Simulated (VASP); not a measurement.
# MgO: single point with PBE

Crystal: MgO.

```xyz
8
Lattice="4.2703 0.0000 0.0000 0.0000 -4.2703 0.0000 0.0000 0.0000 -4.2703" Properties=species:S:1:pos:R:3 pbc="T T T"
Mg    0.0000   -2.1351   -2.1351
Mg    2.1351    0.0000   -2.1351
Mg    2.1351   -2.1351    0.0000
Mg    0.0000    0.0000    0.0000
O     2.1351    0.0000    0.0000
O     0.0000   -2.1351    0.0000
O     0.0000    0.0000   -2.1351
O     2.1351   -2.1351   -2.1351
```

```
Program                : VASP 6.6.1
Task                   : single point
Functional             : PBE
Potentials or basis    : VASP PAW PBE potentials, release 64 (Mg, O)
Cutoff                 : 520 eV
k mesh                 : 6 × 6 × 6
Occupations            : gaussian, width 0.05 eV
Spin                   : no spin polarisation
Dipole correction      : no
Further INCAR settings : ALGO = Normal; EDIFF = 1e-06; NBANDS = 26
```

```yaml
Pressure: -2.5 GPa
Band_gap_on_the_k_mesh: 4.34 eV
```

Levels at points of the mesh, in eV from the valence-band top:
| k point | band 12 | band 13 | band 14 | band 15 | band 16 | band 17 | band 18 | band 19 | band 20 | band 21 |
| --- | --- | --- | --- | --- | --- | --- | --- | --- | --- | --- |
| (0.00, 0.00, 0.00) | -1.29 | -1.29 | 0.00 | 0.00 | 0.00 | 4.34 | 9.07 | 9.07 | 9.07 | 9.53 |
| (0.50, 0.00, 0.00) | -1.70 | -0.70 | -0.70 | -0.70 | -0.70 | 7.66 | 7.66 | 11.06 | 11.06 | 11.37 |
| (0.50, 0.50, 0.00) | -1.91 | -0.61 | -0.61 | -0.61 | -0.61 | 9.10 | 9.10 | 9.10 | 9.10 | 11.53 |
| (0.50, 0.50, 0.50) | -0.61 | -0.61 | -0.61 | -0.61 | -0.61 | 7.64 | 7.64 | 7.64 | 7.64 | 12.14 |

Wall time 34 s on 1 thread of Intel(R) Xeon(R) Platinum 8259CL CPU @ 2.50GHz (Skylake/Cascade Lake), on a shared host, peak memory 0.18 GiB.

A hybrid or GW would open this gap; PBE tends to underestimate it.
